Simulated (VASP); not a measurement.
# Ta4In (I4/mmm) in VASP: further runs

The runs below take Ta4In through single point, with PBE.

Program: VASP 6.6.1. These are calculated values, not measurements. Logs are shortened: lines on timing, memory, paths and dates and some standing lists are left out, and cuts for length are marked.

### 1 The cell of the first run

The structure is tetragonal, space group I4/mmm (No. 139). Conventional cell: a = 3.450 Å, b = 3.450 Å, c = 15.868 Å, α = 90.00°, β = 90.00°, γ = 90.00°. Ta (site symmetry 4mm) has 13 Ta at 2.86 to 3.45 Å and 1 In at 3.17 Å within 3.8 Å. Within 3.8 Å of Ta (site symmetry 4mm) lie 10 Ta at 2.86 to 3.45 Å and 4 In at 2.96 Å. In (site symmetry 4/mmm) has 10 Ta at 2.96 to 3.17 Å and 4 In at 3.45 Å within 3.9 Å.

### 2 Single point, PBE

File INCAR:

```
  PREC = Accurate
  ENCUT = 500
  EDIFF = 1E-6
  ISMEAR = 0
  SIGMA = 0.1
  LREAL = False
  LASPH = True
  NELM = 120
  ALGO = Normal
  ISIF = 2
  LWAVE = False
  LCHARG = False
  GGA = PE
  NBANDS = 36
  GGA_COMPAT = False
```

File KPOINTS:

```
Automatic mesh
0
Gamma
  12 12 12
```

File POSCAR:

```
Ta4In
1.0
   -1.7250668238      1.7250668238      7.9341823527
    1.7250668238     -1.7250668238      7.9341823527
    1.7250668238      1.7250668238     -7.9341823527
Ta In
4 1
Direct
    0.1994587801      0.1994587801      0.0000000000
    0.6054412964      0.6054412964      0.0000000000
    0.3945587036      0.3945587036      0.0000000000
    0.8005412199      0.8005412199      0.0000000000
    0.0000000000      0.0000000000      0.0000000000
```

Potentials or basis: VASP PAW PBE potentials, release 64 (Ta_pv, In_d).

Started as:

```bash
> cat potpaw_PBE.64/Ta_pv/POTCAR potpaw_PBE.64/In_d/POTCAR > POTCAR
> mpirun -np 1 vasp_std > vasp.out
```

OUTCAR:

```text
PREC = Accurate
   ENCUT = 500
   EDIFF = 1E-6
   ISMEAR = 0
   LREAL = False
   LASPH = True
   NELM = 120
   ISIF = 2
   GGA = PE

 ion  position               nearest neighbor table
   1  0.199  0.199  0.000-   2 2.86   2 2.86   2 2.86   2 2.86   4 2.92   4 2.92   4 2.92   4 2.92
                             3 3.10   5 3.17
   2  0.605  0.605  0.000-   1 2.86   1 2.86   1 2.86   1 2.86   5 2.96   5 2.96   5 2.96   5 2.96
                             4 3.10   3 3.35
   3  0.395  0.395  0.000-   4 2.86   4 2.86   4 2.86   4 2.86   5 2.96   5 2.96   5 2.96   5 2.96
                             1 3.10   2 3.35
   4  0.801  0.801  0.000-   3 2.86   3 2.86   3 2.86   3 2.86   1 2.92   1 2.92   1 2.92   1 2.92
                             2 3.10   5 3.17
   5  0.000  0.000  0.000-   3 2.96   2 2.96   2 2.96   2 2.96   2 2.96   3 2.96   3 2.96   3 2.96
                             1 3.17   4 3.17

  LATTYP: Found a body centered tetragonal cell.
 ALAT       =     3.4501336476
 C/A-ratio  =     4.5993478300

  Lattice vectors:

 A1 = (  -1.7250668238,   1.7250668238,   7.9341823527)
 A2 = (   1.7250668238,  -1.7250668238,   7.9341823527)
 A3 = (   1.7250668238,   1.7250668238,  -7.9341823527)

Analysis of symmetry for initial positions (statically):
=====================================================================
 Subroutine PRICEL returns:
 Original cell was already a primitive cell.

 Routine SETGRP: Setting up the symmetry group for a
 body centered tetragonal supercell.

 Subroutine GETGRP returns: Found 16 space group operations
 (whereof 16 operations were pure point group operations)
 out of a pool of 16 trial point group operations.

The static configuration has the point symmetry D_4h.

Analysis of symmetry for dynamics (positions and initial velocities):
=====================================================================
 Subroutine PRICEL returns:
 Original cell was already a primitive cell.

 Routine SETGRP: Setting up the symmetry group for a
 body centered tetragonal supercell.

 Subroutine GETGRP returns: Found 16 space group operations
 (whereof 16 operations were pure point group operations)
 out of a pool of 16 trial point group operations.

The dynamic configuration has the point symmetry D_4h.

 Subroutine INISYM returns: Found 16 space group operations
 (whereof 16 operations are pure point group operations),
 and found     1 'primitive' translations

[... 90 lines left out ...]
 SYSTEM =  unknown system
   PREC   = accura    normal or accurate (medium, high low for compatibility)
   ISTART =      0    job   : 0-new  1-cont  2-samecut
   ICHARG =      2    charge: 1-file 2-atom 10-const
   ISPIN  =      1    spin polarized calculation?
   LNONCOLLINEAR =      F non collinear calculations
   LSORBIT =      F    spin-orbit coupling
   LASPH  =      T    aspherical Exc in radial PAW
   ENCUT  =  500.0 eV  36.75 Ry    6.06 a.u.  15.13 15.13 15.13*2*pi/ulx,y,z
   NELM   =    120;   NELMIN=  2; NELMDL= -5     # of ELM steps
   EDIFF  = 0.1E-05   stopping-criterion for ELM
   LREAL  =      F    real-space projection
[... 7 lines left out ...]
   TEBEG  =    0.0;   TEEND  =   0.0 temperature during run
   PSTRESS=    0.0 pullay stress
   NELECT =      57.0000    total number of electrons
   NUPDOWN=      -1.0000    fix difference up-down
   EMIN   =  10.00;   EMAX   =-10.00  energy-range for DOS
   EFERMI =   0.00;   METHOD = LEGACY
   ISMEAR =     0;   SIGMA  =   0.10  broadening in eV -4-tet -1-fermi 0-gaus
   EFERMI_NEDOS =   21; number of points for ismear=-14 and -15
   IALGO  =     38    algorithm
   IMIX   =      4    mixing-type and parameters
     AMIX     =   0.40;   BMIX     =  1.00
     AMIX_MAG =   1.60;   BMIX_MAG =  1.00
  volume/ion in A,a.u.               =      18.89       127.47
  Fermi-wavevector in a.u.,A,eV,Ry     =   1.383487  2.614412 26.042048  1.914037
  Thomas-Fermi vector in A             =   2.508080
   LORBIT       =      0    0 simple, 1 ext, 2 COOP (PROOUT), +10 PAW based schemes
   GGA     = PE    functional components
   LHFCALC =     F    Hartree Fock is set to
   AEXX    =    0.0000 exact exchange contribution
   IVDW    =     0    specifies the selected vdW correction
   LEPSILON=     F    determine dielectric tensor
   LRPA    =     F    only Hartree local field effects (RPA)
 non-spin polarized calculation
 Gauss-broadening in eV      SIGMA  =   0.10
  energy-cutoff  :      500.00
  volume of cell :       94.44
 maximum number of plane-waves:      2424
 NGX is ok and might be reduce to    64
   NGX = 31   NGY = 31   NGZ = 31

 number of electron      57.0000002 magnetization

 Free energy of the ion-electron system (eV)
  ---------------------------------------------------
  ext. energy  EPLUGINS =         0.00000000
  ---------------------------------------------------
  free energy    TOTEN  =       -49.49472064 eV

  energy without entropy =      -49.47795557  energy(sigma->0) =      -49.48633811

 E-fermi :   6.5330     XC(G=0): -12.2824

 val. band max:        6.5314426824   @ k =  -0.1667  -0.1667   0.1667
 cond. band min:       6.5354510368   @ k =  -0.0833  -0.3333   0.0833
 fundamental gap:      0.0040083544
 Fermi energy:         6.5329582945

 k-point     1 :       0.0000    0.0000    0.0000
  band No.  band energies     occupation
      1     -27.7939      2.00000
      2     -27.7939      2.00000
      3     -27.7673      2.00000
      4     -27.7604      2.00000
      5     -27.7426      2.00000
      6     -27.7426      2.00000
[... 925 lines left out ...]
     35       9.9407      0.00000
     36      10.3532      0.00000

 [... further k-points ...]
[... 5 lines left out ...]
  --------------------------------------------------------------------------------------
  -------------------------------------------------------------------------------------
  Total        0.0277935      0.0277935      0.0130790      0.0000000      0.0000000      0.0000000
  in kB        0.4714986      0.4714986      0.2218771      0.0000000      0.0000000      0.0000000
  external PRESSURE =       0.3882914 kB  Pullay stress =       0.0000000 kB

 VOLUME and BASIS-vectors are now :
 -----------------------------------------------------------------------------
  energy-cutoff  :      500.00
  volume of cell :       94.44
      direct lattice vectors                 reciprocal lattice vectors
    -1.725066824  1.725066824  7.934182353     0.000000000  0.289843844  0.063018466
     1.725066824 -1.725066824  7.934182353     0.289843844  0.000000000  0.063018466
     1.725066824  1.725066824 -7.934182353     0.289843844  0.289843844  0.000000000

 POSITION                                       TOTAL-FORCE (eV/Angst)
 -----------------------------------------------------------------------------------
      0.00000      0.00000      3.16508         0.000000      0.000000     -0.002711
      0.00000      0.00000      9.60736        -0.000000     -0.000000      0.009142
      0.00000      0.00000      6.26100        -0.000000     -0.000000     -0.009142
      0.00000      0.00000     12.70328         0.000000      0.000000      0.002711
      0.00000      0.00000      0.00000         0.000000      0.000000      0.000000
 -----------------------------------------------------------------------------------
    total drift:                                0.000000     -0.000000      0.000000

  FREE ENERGIE OF THE ION-ELECTRON SYSTEM (eV)
  ---------------------------------------------------
  free  energy   TOTEN  =       -49.4947206446 eV

  energy  without entropy=      -49.4779555679  energy(sigma->0) =      -49.48633811
```

It took 27 min on 1 thread of AMD EPYC 9R45 (Zen 5), shared host; peak memory 0.81 GiB.

What came out:

```
Free energy            : -49.4947 eV
Pressure               : 0.0 GPa
Largest force          : 0.009 eV/Å
Band gap on the k mesh : zero (an odd number of electrons rules out a gap without spin polarisation)
```

Forces on the atoms (eV/Å):
```
Ta   0.000  0.000 -0.003
Ta   0.000  0.000  0.009
Ta   0.000  0.000 -0.009
Ta   0.000  0.000  0.003
In   0.000  0.000  0.000
```

Caveat: spin-orbit coupling is left out, which moves the levels of the heavy elements.

### 3 Single point, PBE

File INCAR:

```
SYSTEM = Ta4In
ALGO     = Normal         ! electronic algorithm
EDIFF    = 1E-6           ! SCF threshold, eV
ENCUT    = 500            ! plane-wave cutoff, eV
GGA      = PE             ! functional
GGA_COMPAT= .FALSE.      
ISIF     = 2              ! what is computed and relaxed
ISMEAR   = 0              ! smearing method
LASPH    = .TRUE.         ! aspherical terms in the spheres
LCHARG   = .TRUE.         ! write CHGCAR
LELF     = .TRUE.         ! ELF
LREAL    = .FALSE.        ! projectors in reciprocal space
LVHAR    = .TRUE.       
LWAVE    = .FALSE.        ! write WAVECAR
NBANDS   = 36             ! bands
NELM     = 120            ! most SCF steps
PREC     = Accurate       ! precision mode
SIGMA    = 0.1            ! smearing width, eV
```

File KPOINTS:

```
k-points
0
G
  12 12 12
  0 0 0
```

File POSCAR:

```
Ta4In
1.0
   -1.7251073862      1.7251073862      7.9347359501
    1.7251073862     -1.7251073862      7.9347359501
    1.7251073862      1.7251073862     -7.9347359501
Ta In
4 1
Direct
    0.1994545199      0.1994545199      0.0000000000
    0.6054548108      0.6054548108      0.0000000000
    0.3945451892      0.3945451892      0.0000000000
    0.8005454801      0.8005454801      0.0000000000
    0.0000000000      0.0000000000      0.0000000000
```

Potentials or basis: VASP PAW PBE potentials, release 64 (Ta_pv, In_d).

Started as:

```bash
> cat potpaw_PBE.64/Ta_pv/POTCAR potpaw_PBE.64/In_d/POTCAR > POTCAR
> mpirun -np 1 vasp_std > vasp.out
```

OUTCAR:

```text
SYSTEM = Ta4In
   EDIFF = 1E-6
   ENCUT = 500
   GGA = PE
   ISIF = 2
   ISMEAR = 0
   LASPH = .TRUE.
   LREAL = .FALSE.
   NELM = 120
   PREC = Accurate

 ion  position               nearest neighbor table
   1  0.199  0.199  0.000-   2 2.86   2 2.86   2 2.86   2 2.86   4 2.92   4 2.92   4 2.92   4 2.92
                             3 3.10   5 3.17
   2  0.605  0.605  0.000-   1 2.86   1 2.86   1 2.86   1 2.86   5 2.96   5 2.96   5 2.96   5 2.96
                             4 3.10   3 3.35
   3  0.395  0.395  0.000-   4 2.86   4 2.86   4 2.86   4 2.86   5 2.96   5 2.96   5 2.96   5 2.96
                             1 3.10   2 3.35
   4  0.801  0.801  0.000-   3 2.86   3 2.86   3 2.86   3 2.86   1 2.92   1 2.92   1 2.92   1 2.92
                             2 3.10   5 3.17
   5  0.000  0.000  0.000-   2 2.96   2 2.96   2 2.96   3 2.96   2 2.96   3 2.96   3 2.96   3 2.96
                             1 3.17   4 3.17

  LATTYP: Found a body centered tetragonal cell.
 ALAT       =     3.4502147724
 C/A-ratio  =     4.5995605917

  Lattice vectors:

 A1 = (  -1.7251073862,   1.7251073862,   7.9347359501)
 A2 = (   1.7251073862,  -1.7251073862,   7.9347359501)
[... 185 lines left out ...]
 val. band max:        6.5310143812   @ k =  -0.1667  -0.1667   0.1667
 cond. band min:       6.5342816920   @ k =  -0.0833  -0.3333   0.0833
 fundamental gap:      0.0032673108
 Fermi energy:         6.5317701524

 k-point     1 :       0.0000    0.0000    0.0000
  band No.  band energies     occupation
      1     -27.7951      2.00000
      2     -27.7951      2.00000
      3     -27.7685      2.00000
      4     -27.7617      2.00000
      5     -27.7439      2.00000
      6     -27.7439      2.00000
[... 925 lines left out ...]
     35       9.9395      0.00000
     36      10.3478      0.00000

 [... further k-points ...]

------------------------ aborting loop because EDIFF is reached ----------------------------------------

  FORCE on cell =-STRESS in cart. coord.  units (eV):
  Direction    XX          YY          ZZ          XY          YZ          ZX
  --------------------------------------------------------------------------------------
  -------------------------------------------------------------------------------------
  Total        0.0181366      0.0181366      0.0018898      0.0000000      0.0000000     -0.0000000
  in kB        0.3076390      0.3076390      0.0320556      0.0000000      0.0000000     -0.0000000
  external PRESSURE =       0.2157778 kB  Pullay stress =       0.0000000 kB

 VOLUME and BASIS-vectors are now :
 -----------------------------------------------------------------------------
  energy-cutoff  :      500.00
  volume of cell :       94.45
      direct lattice vectors                 reciprocal lattice vectors
    -1.725107386  1.725107386  7.934735950     0.000000000  0.289837029  0.063014069
     1.725107386 -1.725107386  7.934735950     0.289837029  0.000000000  0.063014069
     1.725107386  1.725107386 -7.934735950     0.289837029  0.289837029  0.000000000

 POSITION                                       TOTAL-FORCE (eV/Angst)
 -----------------------------------------------------------------------------------
      0.00000      0.00000      3.16524        -0.000000     -0.000000     -0.001001
      0.00000      0.00000      9.60825         0.000000      0.000000      0.007865
      0.00000      0.00000      6.26122        -0.000000     -0.000000     -0.007865
      0.00000      0.00000     12.70423         0.000000      0.000000      0.001001
      0.00000      0.00000      0.00000         0.000000      0.000000      0.000000
 -----------------------------------------------------------------------------------
    total drift:                               -0.000000     -0.000000      0.000000

  FREE ENERGIE OF THE ION-ELECTRON SYSTEM (eV)
  ---------------------------------------------------
  free  energy   TOTEN  =       -49.4947301909 eV

  energy  without entropy=      -49.4779601386  energy(sigma->0) =      -49.48634516
```

Wall time 24 min (1 thread of AMD EPYC 9R45 (Zen 5), shared host); peak memory 0.81 GiB.

What came out:

```yaml
Free_energy: -49.4947 eV
Pressure: 0.0 GPa
Largest_force: 0.008 eV/Å
Band_gap_on_the_k_mesh: zero (an odd number of electrons rules out a gap without spin polarisation)
```

Forces in eV/Å, atoms in the order of the input:
```
Ta   0.000  0.000 -0.001
Ta   0.000  0.000  0.008
Ta   0.000  0.000 -0.008
Ta   0.000  0.000  0.001
In   0.000  0.000  0.000
```

Levels at points of the mesh, in eV from the Fermi level:
```csv
k point,band 27,band 28,band 29,band 30,band 31,band 32
"(0.00, 0.00, 0.00)",0.15,0.53,0.77,0.77,1.24,1.88
"(0.50, 0.00, 0.00)",-0.46,-0.25,0.09,0.15,1.56,1.92
"(0.50, 0.50, 0.00)",-1.03,-0.36,0.14,0.55,2.33,2.71
"(0.50, 0.50, 0.50)",0.25,0.33,0.75,0.75,0.76,0.76
```

Caveat: spin-orbit coupling is left out, which moves the levels of the heavy elements.
